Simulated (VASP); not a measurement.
# BP (F-43m) in VASP: a series of runs, part 2 of 2

VASP 6.6.1.

**4. Relaxation of cell and atoms, LDA**

This run uses another cell than the first one, of 11.54 Å³/atom.

The input, INCAR:

```
PREC     = Accurate       # precision mode
ENCUT    = 500            # plane-wave cutoff, eV
EDIFF    = 1E-7           # SCF threshold, eV
ISMEAR   = 0              # smearing method
SIGMA    = 0.02           # smearing width, eV
LREAL    = False          # projectors in reciprocal space
LASPH    = True           # aspherical terms in the spheres
NELM     = 120            # most SCF steps
ALGO     = Normal         # electronic algorithm
ISIF     = 3              # what is computed and relaxed
LWAVE    = False          # write WAVECAR
LCHARG   = False          # write CHGCAR
IBRION   = 2              # ionic algorithm
NSW      = 100            # ionic steps
EDIFFG   = -0.002         # ionic threshold
GGA_COMPAT= False        
NELMIN   = 4
```

The input, KPOINTS:

```
Automatic mesh
0
Gamma
  10 10 10
```

The input, POSCAR:

```
BP
1.0
    0.0000000000      2.2600000000      2.2600000000
    2.2600000000      0.0000000000      2.2600000000
    2.2600000000      2.2600000000      0.0000000000
B P
1 1
Direct
    0.0000000000      0.0000000000      0.0000000000
    0.2500000000      0.2500000000      0.2500000000
```

Potentials or basis: VASP PAW LDA potentials, release 64 (B, P).

Launch:

```console
$ cat potpaw_LDA.64/B/POTCAR potpaw_LDA.64/P/POTCAR > POTCAR
$ mpirun -np 1 vasp_std > vasp.out
```

OUTCAR:

```text
PREC = Accurate
   ENCUT = 500
   EDIFF = 1E-7
   ISMEAR = 0
   LREAL = False
   LASPH = True
   NELM = 120
   ISIF = 3
   IBRION = 2
   NSW = 100
   EDIFFG = -0.002
   NELMIN = 4

 ion  position               nearest neighbor table
   1  0.000  0.000  0.000-   2 1.96   2 1.96   2 1.96   2 1.96
   2  0.250  0.250  0.250-   1 1.96   1 1.96   1 1.96   1 1.96

  LATTYP: Found a face centered cubic cell.
 ALAT       =     4.5200000000

  Lattice vectors:

 A1 = (   0.0000000000,   2.2600000000,   2.2600000000)
 A2 = (   2.2600000000,   0.0000000000,   2.2600000000)
 A3 = (   2.2600000000,   2.2600000000,   0.0000000000)

Analysis of symmetry for initial positions (statically):
=====================================================================
 Subroutine PRICEL returns:
 Original cell was already a primitive cell.

 Routine SETGRP: Setting up the symmetry group for a
 face centered cubic supercell.

 Subroutine GETGRP returns: Found 24 space group operations
 (whereof 24 operations were pure point group operations)
 out of a pool of 48 trial point group operations.

The static configuration has the point symmetry T_d .

[... 169 lines left out ...]
  Total       -0.4930972     -0.4930972     -0.4930972     -0.0000000     -0.0000000     -0.0000000
  in kB      -34.2206162    -34.2206162    -34.2206162     -0.0000000     -0.0000000     -0.0000000
  external PRESSURE =     -34.2206162 kB  Pullay stress =       0.0000000 kB
[... 59 lines left out ...]
--------------------------------------- Ionic step        3  -------------------------------------------

 number of electron       8.0000001 magnetization

 Free energy of the ion-electron system (eV)
  ---------------------------------------------------
  ext. energy  EPLUGINS =         0.00000000
  ---------------------------------------------------
  free energy    TOTEN  =       -14.39926882 eV

  energy without entropy =      -14.39926882  energy(sigma->0) =      -14.39926882

 E-fermi :   7.9542     XC(G=0): -11.2211

 val. band max:        7.7940111488   @ k =   0.0000   0.0000   0.0000
 cond. band min:       8.9440092542   @ k =   0.4000   0.4000   0.0000
 fundamental gap:      1.1499981054
 Fermi energy:         7.9541745729

 k-point     1 :       0.0000    0.0000    0.0000
  band No.  band energies     occupation
      1      -7.8824      2.00000
      2       7.7940      2.00000
      3       7.7940      2.00000
      4       7.7940      2.00000
      5      11.2239      0.00000
      6      11.2239      0.00000
      7      11.2239      0.00000
      8      15.6577      0.00000
[... 243 lines left out ...]
 k-point    24 :       0.4000    0.3000    0.0000
  band No.  band energies     occupation
      1      -4.8633      2.00000
      2       1.6375      2.00000
      3       3.6300      2.00000
      4       4.1869      2.00000
      5       9.5330      0.00000
      6      11.3291      0.00000
      7      17.4132      0.00000
      8      17.4390      0.00000

 [... further k-points ...]

------------------------ aborting loop because EDIFF is reached ----------------------------------------

  FORCE on cell =-STRESS in cart. coord.  units (eV):
  Direction    XX          YY          ZZ          XY          YZ          ZX
  --------------------------------------------------------------------------------------
  -------------------------------------------------------------------------------------
  Total       -0.0009786     -0.0009786     -0.0009786     -0.0000000     -0.0000000     -0.0000000
  in kB       -0.0693010     -0.0693010     -0.0693010     -0.0000000     -0.0000000     -0.0000000
  external PRESSURE =      -0.0693010 kB  Pullay stress =       0.0000000 kB
[... 17 lines left out ...]
  FREE ENERGIE OF THE ION-ELECTRON SYSTEM (eV)
  ---------------------------------------------------
  free  energy   TOTEN  =       -14.3992688250 eV

  energy  without entropy=      -14.3992688250  energy(sigma->0) =      -14.39926882

 reached required accuracy - stopping structural energy minimisation
```

CONTCAR:

```text
BP
   1.00000000000000
     0.0000000000000000    2.2448081391688679    2.2448081391688679
     2.2448081391688679   -0.0000000000000000    2.2448081391688679
     2.2448081391688679    2.2448081391688679   -0.0000000000000000
  B               P
     1     1
Direct
     0.0000000000000000    0.0000000000000000    0.0000000000000000
     0.2500000000000000    0.2500000000000000    0.2500000000000000

  0.00000000E+00  0.00000000E+00  0.00000000E+00
  0.00000000E+00  0.00000000E+00  0.00000000E+00
```

Wall time 18 s (1 thread of Intel Xeon 8259CL, shared host); peak memory 0.12 GiB.

What came out:

| Quantity | Value |
| --- | --- |
| Free energy | -14.3993 eV |
| Relaxed volume | 11.31 Å³/atom |
| Relaxed cell | a = 3.175 Å, b = 3.175 Å, c = 3.175 Å, α = 60.00°, β = 60.00°, γ = 60.00° |
| Space group after relaxing (to 0.1 Å) | F-43m (No. 216) |
| Energy gained by relaxing | 2.5 meV/atom |
| Ionic steps | 3 |
| Pressure after relaxing | 0.0 GPa |
| Band gap on the k mesh | 1.15 eV (least direct gap 3.43 eV) |

The path:
| step | energy change (eV) | largest force (eV/Å) | pressure (GPa) | volume (Å³) |
| --- | --- | --- | --- | --- |
| 1 | 0.0000 | 0.0000 | -3.42 | 23.09 |
| 2 | -0.0020 | 0.0000 | 2.82 | 22.27 |
| 3 | -0.0050 | 0.0000 | -0.01 | 22.62 |

Final structure:
```
CELL_PARAMETERS angstrom
0.00000 2.24481 2.24481
2.24481 0.00000 2.24481
2.24481 2.24481 0.00000
ATOMIC_POSITIONS crystal
B 0.00000 0.00000 0.00000
P 0.25000 0.25000 0.25000
```

A k mesh can miss the band edges.
